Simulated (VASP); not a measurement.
Wanted: the native input for a VASP 6.6.1 run.

```
Task                   : single point
Functional             : PBE
Potentials or basis    : VASP PAW PBE potentials, release 64 (Bi_d, Te)
Cutoff                 : 520 eV
k mesh                 : 14 × 14 × 14
Occupations            : gaussian, width 0.15 eV
Spin                   : no spin polarisation
Dipole correction      : no
Further INCAR settings : ALGO = Normal; EDIFF = 1e-06; NBANDS = 18
```

The structure of BiTe lies in POSCAR:

```
BiTe
1.0
    1.7117474677      4.2793686693      4.2793686693
    4.2793686693      1.7117474677      4.2793686693
    4.2793686693      4.2793686693      1.7117474677
Bi Te
1 1
Direct
    0.0000000000      0.0000000000      0.0000000000
    0.5000000000      0.5000000000      0.5000000000
```

This cell differs from its parent crystal: ratio of the length along [111] to the lengths across it x 2.0, volume and fractional coordinates fixed.

These files were run (other wordings do the same):

INCAR

```
SYSTEM = BiTe
ALGO     = Normal         ! electronic algorithm
EDIFF    = 1E-6           ! SCF threshold, eV
ENCUT    = 520            ! plane-wave cutoff, eV
GGA      = PE             ! functional
ISIF     = 2              ! what is computed and relaxed
ISMEAR   = 0              ! smearing method
LASPH    = .True.         ! aspherical terms in the spheres
LCHARG   = .False.        ! write CHGCAR
LREAL    = .False.        ! projectors in reciprocal space
LWAVE    = .False.        ! write WAVECAR
NBANDS   = 18             ! bands
NELM     = 60             ! most SCF steps
PREC     = Accurate       ! precision mode
SIGMA    = 0.15           ! smearing width, eV
```

KPOINTS

```
k-points
0
Gamma
  14 14 14
  0 0 0
```

Potentials or basis: VASP PAW PBE potentials, release 64 (Bi_d, Te).

Launch:

```sh
$ cat potpaw_PBE.64/Bi_d/POTCAR potpaw_PBE.64/Te/POTCAR > POTCAR
$ mpirun -np 1 vasp_std > vasp.out
```

Results of the run:

* Pressure: -4.5 GPa
* Band gap on the k mesh: zero (an odd number of electrons rules out a gap without spin polarisation)

Caveat: the cell stands under tension; spin-orbit coupling is left out, which moves the levels of the heavy elements.

It took 24 min on 1 thread of Intel Xeon 8259CL, with other jobs on the host, peak memory 0.55 GiB.
